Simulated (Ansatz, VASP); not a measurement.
**HfO2: VASP beside Ansatz**

```
Hf O
1.0
     3.57682    0.00000    0.00000
     0.00000    3.57682    0.00000
     0.00000    0.00000    5.20267
Hf O
2 4
Direct
  0.48738 0.45879 0.48605
  0.02810 0.99126 0.00313
  0.97299 0.53754 0.67359
  0.51385 0.99482 0.81746
  0.49408 0.99047 0.32150
  0.00360 0.52711 0.19828
```

Change from the starting cell: all atoms moved at random (sigma 0.1 Å a component).

Alike in both runs: task single point; functional r2SCAN; k mesh 6 × 6 × 6; occupations gaussian, width 0.05 eV; no spin polarisation.

|  | VASP | Ansatz |
| --- | --- | --- |
| version | VASP 6.6.1 | Ansatz 0.2.0 |
| potentials or method | VASP PAW PBE potentials, release 64 (Hf_pv, O), cutoff 520 eV | scalar-relativistic, plane waves, PAW |
| valence electrons in the cell | 44 | 76 |

Ansatz gave:

```
gap on the k mesh at the Fermi level (eV)                     : 5.15
least direct gap on the mesh (eV)                             : 5.29
pressure (GPa)                                                : 7.5
traceless stress, the component that is largest in VASP (GPa) : -6.19
rms of the force components (eV/Å)                            : 1.366
```

Question: What did VASP give for the same quantities?

Answer: gap on the k mesh at the Fermi level (eV): 5.13; least direct gap on the mesh (eV): 5.27; pressure (GPa): 4.1; traceless stress, the component that is largest in VASP (GPa): -6.43; rms of the force components (eV/Å): 1.363.

VASP's potentials were made for PBE, not for r2SCAN. Atom by atom the forces differ by 0.038 eV/Å (rms over components). VASP's potentials hold 44 valence electrons a cell and Ansatz's 76, so a difference there can come from the potentials and not from the codes.

Spin-orbit coupling is off throughout.
